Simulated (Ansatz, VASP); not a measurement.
## NbCd3 in VASP and in Ansatz

The input INCAR:

```
SYSTEM = NbCd3
  PREC = Accurate
  ENCUT = 600
  EDIFF = 1E-6
  ISMEAR = 0
  SIGMA = 0.1
  LREAL = .FALSE.
  LASPH = .TRUE.
  NELM = 60
  ALGO = Fast
  ISIF = 3
  LWAVE = .FALSE.
  LCHARG = .FALSE.
  GGA = CA
  IBRION = 2
  NSW = 70
  EDIFFG = -0.005
```

File KPOINTS:

```
Automatic mesh
0
G
  10 10 10
  0 0 0
```

Contents of POSCAR:

```
NbCd3
1.0
    4.3074942589      0.0000000000      0.0000000000
    0.0000000000      4.3074942589      0.0000000000
    0.0000000000      0.0000000000      4.3074942589
Nb Cd
1 3
Direct
    0.0000000000      0.0000000000      0.0000000000
    0.0000000000      0.5000000000      0.5000000000
    0.5000000000      0.0000000000      0.5000000000
    0.5000000000      0.5000000000      0.0000000000
```

Input for Ansatz:

```yaml
crystal:
  lattice:
    - [4.3074942589, 0.0, 0.0]
    - [0.0, 4.3074942589, 0.0]
    - [0.0, 0.0, 4.3074942589]
  atoms:
    - { symbol: Nb, position: [0.0, 0.0, 0.0] }
    - { symbol: Cd, position: [0.0, 0.5, 0.5] }
    - { symbol: Cd, position: [0.5, 0.0, 0.5] }
    - { symbol: Cd, position: [0.5, 0.5, 0.0] }
basis:
  ecutwfc: 420
kpoints:
  mp_grid: { grid: [10, 10, 10] }
hamiltonian:
  xc: lda
scf:
  occupations: { method: gaussian, width: 0.1 }
output:
  forces: true
  stress: true
  eigenvalues: true
relax:
  adjacent_minimum: "off"
  f_tol: 0.005
  max_steps: 50
  cell: { stress_tol: 0.05 }
```

Alike in both runs: task relaxation of cell and atoms; functional LDA; k mesh 10 × 10 × 10; occupations gaussian, width 0.1 eV; no spin polarisation.

|  | VASP | Ansatz |
| --- | --- | --- |
| version | VASP 6.6.1 | Ansatz 0.2.0 |
| potentials or method | VASP PAW LDA potentials, release 64 (Nb_sv, Cd), cutoff 600 eV | scalar-relativistic, plane waves, PAW |
| valence electrons in the cell | 49 | 73 |

Ansatz gave:

```
gap on the k mesh at the Fermi level, each at its own relaxed structure (eV) : none
relaxed volume (Å³/atom)                                                     : 18.32
relaxed cell length with the largest relative difference (Å)                 : 4.184
```

Task: Which values does VASP return?

Result: gap on the k mesh at the Fermi level, each at its own relaxed structure (eV): none; relaxed volume (Å³/atom): 18.44; relaxed cell length with the largest relative difference (Å): 4.194.

LDA's correlation is that of Perdew and Zunger in VASP and of Perdew and Wang (1992) in Ansatz. A gap of «none» marks a metal or a gap that the smearing closes. VASP's potentials hold 49 valence electrons a cell and Ansatz's 73, so a difference there can come from the potentials and not from the codes.
